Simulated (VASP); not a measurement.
Runs of VASP 6.6.1 on RbBr. The structure is that of space group Fm-3m (No. 225), or close to it. The cells are those of the table. The cell was generated, and may not be a known phase.

| task | level | cell | k mesh | cutoff (eV) | smearing | gap on the mesh (eV) | pressure (GPa) | relaxed volume (Å³/atom) |
| --- | --- | --- | --- | --- | --- | --- | --- | --- |
| single point | PBE | a = 4.962 Å, angles 60.0°, 2 atoms | 6 × 6 × 6 | 500 | gaussian 0.02 eV | 4.19 | 0.0 | - |
| relaxation of cell and atoms | PBE | relaxed from a = 4.941 Å, angles 60.0°, 2 atoms | 6 × 6 × 6 | 500 | gaussian 0.02 eV | (b) | 0.0 | 43.29 |
| relaxation of cell and atoms | PBE | relaxed from a = 4.941 Å, angles 60.0°, 2 atoms | 4 × 4 × 4 | 500 | gaussian 0.1 eV | (a) | 0.1 | 42.94 |
| single point | r2SCAN | a = 4.962 Å, angles 60.0°, 2 atoms | 6 × 6 × 6 | 550 | gaussian 0.02 eV | 4.79 | -0.5 | - |

Alike in all rows: potentials or basis VASP PAW PBE potentials, release 64 (Rb_sv, Br); no spin polarisation.

Problem. Estimate the missing entries.

Solution. (a) 4.20; (b) 4.18.

Caveats: the PAW data sets were made with another functional, which shifts forces and pressure a little (at least some runs).

A k mesh can miss the band edges, and the runs leave out spin-orbit coupling on Br, Rb.
